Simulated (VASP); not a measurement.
# ZnCu in VASP: further runs

Aim: see how the results for ZnCu move with the level of theory and the settings. Levels: r2SCAN, PBEsol+D4, PBEsol. Tasks: single point.

All numbers are computed with VASP 6.6.1; they aren't measurements. Logs are shortened: lines on timing, memory, paths and dates and some standing lists are left out, and cuts for length are marked.

### Step 1. The cell of the first run

The structure is cubic, space group Pm-3m (No. 221). The conventional cell has a = 2.945 Å, b = 2.945 Å, c = 2.945 Å, α = 90.00°, β = 90.00°, γ = 90.00°. Within 3.4 Å of Zn (site symmetry m-3m) lie 8 Cu at 2.55 Å and 6 Zn at 2.94 Å. Within 3.4 Å of Cu (site symmetry m-3m) lie 8 Zn at 2.55 Å and 6 Cu at 2.94 Å.

### Step 2. Single point, r2SCAN

The input, POSCAR:

```
ZnCu
1.0
    2.9450000000      0.0000000000      0.0000000000
    0.0000000000      2.9450000000      0.0000000000
    0.0000000000      0.0000000000      2.9450000000
Zn Cu
1 1
Direct
    0.5000000000      0.5000000000      0.5000000000
    0.0000000000      0.0000000000      0.0000000000
```

The input, INCAR.step1:

```
  PREC = Accurate
  ENCUT = 520
  ISMEAR = 0
  SIGMA = 0.05
  LREAL = F
  LASPH = T
  NELM = 100
  NBANDS = 18
  GGA = PE
  ALGO = Normal
  EDIFF = 1E-4
  LWAVE = T
  LCHARG = F
```

The input, INCAR.step2:

```
  PREC = Accurate
  ENCUT = 520
  EDIFF = 1E-6
  ISMEAR = 0
  SIGMA = 0.05
  LREAL = F
  LASPH = T
  NELM = 100
  ALGO = Normal
  ISIF = 2
  LWAVE = F
  LCHARG = F
  METAGGA = R2SCAN
  LMIXTAU = T
  NBANDS = 18
  ISTART = 1
```

The input, KPOINTS:

```
Automatic mesh
0
Gamma
  12 12 12
```

Potentials or basis: VASP PAW PBE potentials, release 64 (Zn, Cu).

Command:

```bash
$ cat potpaw_PBE.64/Zn/POTCAR potpaw_PBE.64/Cu/POTCAR > POTCAR
$ cp INCAR.step1 INCAR
$ mpirun -np 1 vasp_std > vasp.out
$ cp INCAR.step2 INCAR
$ mpirun -np 1 vasp_std > vasp.out
```

OUTCAR:

```text
PREC = Accurate
   ENCUT = 520
   EDIFF = 1E-6
   ISMEAR = 0
   LREAL = F
   LASPH = T
   NELM = 100
   ISIF = 2
   METAGGA = R2SCAN
   ISTART = 1

 ion  position               nearest neighbor table
   1  0.500  0.500  0.500-   2 2.55   2 2.55   2 2.55   2 2.55   2 2.55   2 2.55   2 2.55   2 2.55

   2  0.000  0.000  0.000-   1 2.55   1 2.55   1 2.55   1 2.55   1 2.55   1 2.55   1 2.55   1 2.55

  LATTYP: Found a simple cubic cell.
 ALAT       =     2.9450000000

  Lattice vectors:

 A1 = (   2.9450000000,   0.0000000000,   0.0000000000)
 A2 = (   0.0000000000,   2.9450000000,   0.0000000000)
 A3 = (   0.0000000000,   0.0000000000,   2.9450000000)

Analysis of symmetry for initial positions (statically):
=====================================================================
 Subroutine PRICEL returns:
 Original cell was already a primitive cell.

 Routine SETGRP: Setting up the symmetry group for a
 simple cubic supercell.

 Subroutine GETGRP returns: Found 48 space group operations
 (whereof 48 operations were pure point group operations)
 out of a pool of 48 trial point group operations.

The static configuration has the point symmetry O_h .

Analysis of symmetry for dynamics (positions and initial velocities):
=====================================================================
 Subroutine PRICEL returns:
 Original cell was already a primitive cell.

 Routine SETGRP: Setting up the symmetry group for a
 simple cubic supercell.

 Subroutine GETGRP returns: Found 48 space group operations
 (whereof 48 operations were pure point group operations)
 out of a pool of 48 trial point group operations.

The dynamic configuration has the point symmetry O_h .

 Subroutine INISYM returns: Found 48 space group operations
 (whereof 48 operations are pure point group operations),
 and found     1 'primitive' translations

----------------------------------------------------------------------------------------

                                     Primitive cell

  volume of cell :      25.5421

  direct lattice vectors                    reciprocal lattice vectors
     2.945000000  0.000000000  0.000000000     0.339558574  0.000000000  0.000000000
     0.000000000  2.945000000  0.000000000     0.000000000  0.339558574  0.000000000
     0.000000000  0.000000000  2.945000000     0.000000000  0.000000000  0.339558574

[... 74 lines left out ...]
   PREC   = accura    normal or accurate (medium, high low for compatibility)
   ISTART =      1    job   : 0-new  1-cont  2-samecut
   ICHARG =      0    charge: 1-file 2-atom 10-const
   ISPIN  =      1    spin polarized calculation?
   LNONCOLLINEAR =      F non collinear calculations
   LSORBIT =      F    spin-orbit coupling
   LASPH  =      T    aspherical Exc in radial PAW
   ENCUT  =  520.0 eV  38.22 Ry    6.18 a.u.   5.48  5.48  5.48*2*pi/ulx,y,z
   NELM   =    100;   NELMIN=  2; NELMDL=  0     # of ELM steps
   EDIFF  = 0.1E-05   stopping-criterion for ELM
   LREAL  =      F    real-space projection
   EDIFFG = 0.1E-04   stopping-criterion for IOM
   NSW    =      0    number of steps for IOM
   IBRION =     -1    ionic relax: 0-MD 1-quasi-New 2-CG
   NFREE  =      0    steps in history (QN), initial steepest desc. (CG)
   ISIF   =      2    stress and relaxation
   ISYM   =      2    0-nonsym 1-usesym 2-fastsym
   POTIM  = 0.5000    time-step for ionic-motion
   TEBEG  =    0.0;   TEEND  =   0.0 temperature during run
   PSTRESS=    0.0 pullay stress
   NELECT =      23.0000    total number of electrons
   NUPDOWN=      -1.0000    fix difference up-down
   EMIN   =  10.00;   EMAX   =-10.00  energy-range for DOS
   EFERMI =   0.00;   METHOD = LEGACY
   ISMEAR =     0;   SIGMA  =   0.05  broadening in eV -4-tet -1-fermi 0-gaus
   EFERMI_NEDOS =   21; number of points for ismear=-14 and -15
   IALGO  =     38    algorithm
   IMIX   =      4    mixing-type and parameters
     AMIX     =   0.40;   BMIX     =  1.00
     AMIX_MAG =   1.60;   BMIX_MAG =  1.00
  volume/ion in A,a.u.               =      12.77        86.18
  Fermi-wavevector in a.u.,A,eV,Ry     =   1.580880  2.987429 34.003415  2.499180
  Thomas-Fermi vector in A             =   2.681040
   LORBIT       =      0    0 simple, 1 ext, 2 COOP (PROOUT), +10 PAW based schemes
   METAGGA = R2SCAN    functional components
   LHFCALC =     F    Hartree Fock is set to
   AEXX    =    0.0000 exact exchange contribution
   IVDW    =     0    specifies the selected vdW correction
   LEPSILON=     F    determine dielectric tensor
   LRPA    =     F    only Hartree local field effects (RPA)
 non-spin polarized calculation
 Gauss-broadening in eV      SIGMA  =   0.05
  energy-cutoff  :      520.00
  volume of cell :       25.54
 maximum number of plane-waves:       715
 NGX is ok and might be reduce to    24
   NGX = 11   NGY = 11   NGZ = 11

 number of electron      23.0000000 magnetization

 Free energy of the ion-electron system (eV)
  ---------------------------------------------------
  ext. energy  EPLUGINS =         0.00000000
  ---------------------------------------------------
  free energy    TOTEN  =       -19.93066123 eV

  energy without entropy =      -19.92997000  energy(sigma->0) =      -19.93031562

 E-fermi :   5.2677     XC(G=0): -13.5266

 val. band max:        5.2540051065   @ k =   0.5000   0.3333   0.3333
 cond. band min:       5.2795173257   @ k =   0.5000   0.3333   0.3333
 fundamental gap:      0.0255122192
 Fermi energy:         5.2677082572

 k-point     1 :       0.0000    0.0000    0.0000
  band No.  band energies     occupation
      1      -5.3911      2.00000
      2      -2.7945      2.00000
      3      -2.7945      2.00000
      4      -2.0661      2.00000
      5      -2.0661      2.00000
      6      -2.0661      2.00000
[... 481 lines left out ...]
      5      -2.0129      2.00000
      6      -0.1587      2.00000
[... 10 lines left out ...]
     17      21.4636      0.00000
     18      22.1171      0.00000

 [... further k-points ...]
[... 5 lines left out ...]
  --------------------------------------------------------------------------------------
  -------------------------------------------------------------------------------------
  Total       -0.3972761     -0.3972761     -0.3972761     -0.0000000     -0.0000000      0.0000000
  in kB      -24.9199474    -24.9199474    -24.9199474     -0.0000000     -0.0000000      0.0000000
  external PRESSURE =     -24.9199474 kB  Pullay stress =       0.0000000 kB

 VOLUME and BASIS-vectors are now :
 -----------------------------------------------------------------------------
  energy-cutoff  :      520.00
  volume of cell :       25.54
      direct lattice vectors                 reciprocal lattice vectors
     2.945000000  0.000000000  0.000000000     0.339558574  0.000000000  0.000000000
     0.000000000  2.945000000  0.000000000     0.000000000  0.339558574  0.000000000
     0.000000000  0.000000000  2.945000000     0.000000000  0.000000000  0.339558574

 POSITION                                       TOTAL-FORCE (eV/Angst)
 -----------------------------------------------------------------------------------
      1.47250      1.47250      1.47250         0.000000      0.000000      0.000000
      0.00000      0.00000      0.00000         0.000000      0.000000      0.000000
 -----------------------------------------------------------------------------------
    total drift:                                0.000000      0.000000     -0.000000

  FREE ENERGIE OF THE ION-ELECTRON SYSTEM (eV)
  ---------------------------------------------------
  free  energy   TOTEN  =       -19.9306612349 eV

  energy  without entropy=      -19.9299699999  energy(sigma->0) =      -19.93031562
```

OSZICAR.step1:

```text
N       E                     dE             d eps       ncg     rms          rms(c)
DAV:   1     0.114797351729E+03    0.11480E+03   -0.11273E+04  3256   0.210E+03
DAV:   2    -0.120997206914E+01   -0.11601E+03   -0.11108E+03  3050   0.302E+02
DAV:   3    -0.604777018542E+01   -0.48378E+01   -0.47449E+01  3376   0.750E+01
DAV:   4    -0.608633914770E+01   -0.38569E-01   -0.38554E-01  3454   0.625E+00
DAV:   5    -0.608686963877E+01   -0.53049E-03   -0.53047E-03  3458   0.761E-01    0.954E+00
DAV:   6    -0.595234288908E+01    0.13453E+00   -0.14515E+01  3248   0.909E+01    0.607E+00
DAV:   7    -0.501510203080E+01    0.93724E+00   -0.31894E+00  3266   0.870E+01    0.225E+00
DAV:   8    -0.501329689937E+01    0.18051E-02   -0.13035E-01  4090   0.470E+00    0.123E+00
DAV:   9    -0.500469848708E+01    0.85984E-02   -0.11156E-02  3418   0.234E+00    0.604E-02
DAV:  10    -0.500468805458E+01    0.10433E-04   -0.76294E-04  4346   0.584E-01
   1 F= -.50046881E+01 E0= -.50043177E+01  d E =-.740734E-03
```

Run time: 60 s. Hardware: 1 thread of Intel Xeon Platinum 8375C at 2.90GHz (Ice Lake), shared host; peak memory 0.17 GiB.

What came out:

```
Free energy : -19.9307 eV
Pressure    : -2.5 GPa
```

Caveat: the PAW data sets were made with another functional, which shifts forces and pressure a little.

### Step 3. Single point, r2SCAN

POSCAR is that of step 2.

The input, INCAR.step1:

```
SYSTEM = ZnCu
  PREC = Accurate
  ENCUT = 520
  ISMEAR = 0
  SIGMA = 0.05
  LREAL = .FALSE.
  LASPH = .TRUE.
  NELM = 60
  NBANDS = 18
  GGA = PE
  ALGO = Normal
  EDIFF = 1E-4
  LWAVE = .TRUE.
  LCHARG = .FALSE.
```

The input, INCAR.step2:

```
SYSTEM = ZnCu
  PREC = Accurate
  ENCUT = 520
  EDIFF = 1E-6
  ISMEAR = 0
  SIGMA = 0.05
  LREAL = .FALSE.
  LASPH = .TRUE.
  NELM = 60
  ALGO = Normal
  ISIF = 2
  LWAVE = .FALSE.
  LCHARG = .FALSE.
  METAGGA = R2SCAN
  LMIXTAU = .TRUE.
  NBANDS = 18
  ISTART = 1
```

The input, KPOINTS:

```
Automatic mesh
0
G
  15 15 15
  0 0 0
```

Potentials or basis: VASP PAW PBE potentials, release 64 (Zn, Cu).

Command:

```bash
$ cat potpaw_PBE.64/Zn/POTCAR potpaw_PBE.64/Cu/POTCAR > POTCAR
$ cp INCAR.step1 INCAR
$ mpirun -np 1 vasp_std > vasp.out
$ cp INCAR.step2 INCAR
$ mpirun -np 1 vasp_std > vasp.out
```

OUTCAR:

```text
SYSTEM = ZnCu
   PREC = Accurate
   ENCUT = 520
   EDIFF = 1E-6
   ISMEAR = 0
   LREAL = .FALSE.
   LASPH = .TRUE.
   NELM = 60
   ISIF = 2
   METAGGA = R2SCAN
   ISTART = 1

 ion  position               nearest neighbor table
   1  0.500  0.500  0.500-   2 2.55   2 2.55   2 2.55   2 2.55   2 2.55   2 2.55   2 2.55   2 2.55

   2  0.000  0.000  0.000-   1 2.55   1 2.55   1 2.55   1 2.55   1 2.55   1 2.55   1 2.55   1 2.55

  LATTYP: Found a simple cubic cell.
 ALAT       =     2.9450000000

  Lattice vectors:
[... 694 lines left out ...]

  FORCE on cell =-STRESS in cart. coord.  units (eV):
  Direction    XX          YY          ZZ          XY          YZ          ZX
  --------------------------------------------------------------------------------------
  -------------------------------------------------------------------------------------
  Total       -0.4187028     -0.4187028     -0.4187028     -0.0000000      0.0000000     -0.0000000
  in kB      -26.2639785    -26.2639785    -26.2639785     -0.0000000      0.0000000     -0.0000000
  external PRESSURE =     -26.2639785 kB  Pullay stress =       0.0000000 kB

 VOLUME and BASIS-vectors are now :
 -----------------------------------------------------------------------------
  energy-cutoff  :      520.00
  volume of cell :       25.54
      direct lattice vectors                 reciprocal lattice vectors
     2.945000000  0.000000000  0.000000000     0.339558574  0.000000000  0.000000000
     0.000000000  2.945000000  0.000000000     0.000000000  0.339558574  0.000000000
     0.000000000  0.000000000  2.945000000     0.000000000  0.000000000  0.339558574

 POSITION                                       TOTAL-FORCE (eV/Angst)
 -----------------------------------------------------------------------------------
      1.47250      1.47250      1.47250         0.000000      0.000000      0.000000
      0.00000      0.00000      0.00000         0.000000      0.000000      0.000000
 -----------------------------------------------------------------------------------
    total drift:                                0.000000      0.000000     -0.000000

  FREE ENERGIE OF THE ION-ELECTRON SYSTEM (eV)
  ---------------------------------------------------
  free  energy   TOTEN  =       -19.9362355983 eV

  energy  without entropy=      -19.9357741288  energy(sigma->0) =      -19.93600486
```

It took 77 s on 1 thread of Intel Xeon Platinum 8375C at 2.90GHz (Ice Lake), shared host; peak memory 0.18 GiB.

What came out:

```yaml
Free_energy: -19.9362 eV
Pressure: -2.6 GPa
```

Caveat: the PAW data sets were made with another functional, which shifts forces and pressure a little.

[end of part 1 of 2]
